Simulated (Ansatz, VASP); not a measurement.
# Mg3S2O in VASP and in Ansatz

```
Mg S O
1.0
     4.87915    0.00000    0.00000
     0.00000    4.87915    0.00000
     0.00000    0.00000    4.99113
Mg S O
3 2 1
Direct
  0.00000 0.50000 0.50000
  0.50000 0.00000 0.50000
  0.50000 0.50000 0.50000
  0.50000 0.50000 0.00000
  0.00000 0.00000 0.50000
  0.00000 0.00000 0.00000
```

Alike in both runs: task single point; functional PBE; k mesh 4 × 4 × 4; occupations gaussian, width 0.1 eV; collinear spin.

```csv
,VASP,Ansatz
version,VASP 6.6.1,Ansatz 0.2.0
potentials or method,"VASP PAW PBE potentials, release 64 (Mg, S, O), cutoff 520 eV","scalar-relativistic, plane waves, PAW"
valence electrons in the cell,24,48
```

Ansatz gave:

* gap on the k mesh at the Fermi level (eV): none
* pressure (GPa): 5.1
* traceless stress, the component that is largest in VASP (GPa): -23.16
* net moment per atom (μB): 0.05
* size of the moment on the site where the two differ most (μB): 0.24

Q: What did VASP give for the same quantities?

A: gap on the k mesh at the Fermi level (eV): none; pressure (GPa): 5.0; traceless stress, the component that is largest in VASP (GPa): -23.44; net moment per atom (μB): 0.00; size of the moment on the site where the two differ most (μB): 0.00.

Site moments also hang on the region over which each program counts them. A gap of «none» marks a metal or a gap that the smearing closes. VASP's potentials hold 24 valence electrons a cell and Ansatz's 48, so a difference there can come from the potentials and not from the codes.
